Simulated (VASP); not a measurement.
A run of VASP 6.6.1:

File INCAR:

```
SYSTEM = Pt
PREC     = Accurate       ! precision mode
ENCUT    = 600            ! plane-wave cutoff, eV
EDIFF    = 1E-7           ! SCF threshold, eV
ISMEAR   = -1             ! smearing method
SIGMA    = 0.1            ! smearing width, eV
LREAL    = .FALSE.        ! projectors in reciprocal space
LASPH    = .TRUE.         ! aspherical terms in the spheres
NELM     = 100            ! most SCF steps
ALGO     = Normal         ! electronic algorithm
ISIF     = 3              ! what is computed and relaxed
LWAVE    = .FALSE.        ! write WAVECAR
LCHARG   = .FALSE.        ! write CHGCAR
GGA      = PS             ! functional
IBRION   = 2              ! ionic algorithm
NSW      = 100            ! ionic steps
EDIFFG   = -0.002         ! ionic threshold
PSTRESS  = 150.0
```

The input KPOINTS:

```
regular mesh
0
G
  24 24 24
  0 0 0
```

The input POSCAR:

```
Pt
1.0
    0.0000000000      1.9598939868      1.9598939868
    1.9598939868      0.0000000000      1.9598939868
    1.9598939868      1.9598939868      0.0000000000
Pt
1
Direct
    0.0000000000      0.0000000000      0.0000000000
```

Potentials or basis: VASP PAW PBE potentials, release 64 (Pt).

The run is started by

```sh
$ cat potpaw_PBE.64/Pt/POTCAR > POTCAR
$ mpirun -np 1 vasp_std > vasp.out
```

Hardware: 1 thread of Intel(R) Xeon(R) Platinum 8259CL CPU @ 2.50GHz (Skylake/Cascade Lake) (shared host).

Problem. How long does it take, and how much memory?

Solution. Run time: 3 min on 1 thread of Intel(R) Xeon(R) Platinum 8259CL CPU @ 2.50GHz (Skylake/Cascade Lake) (shared host), peak memory 0.23 GiB. Counts: scf iterations 51, k points 413, ion steps 7.
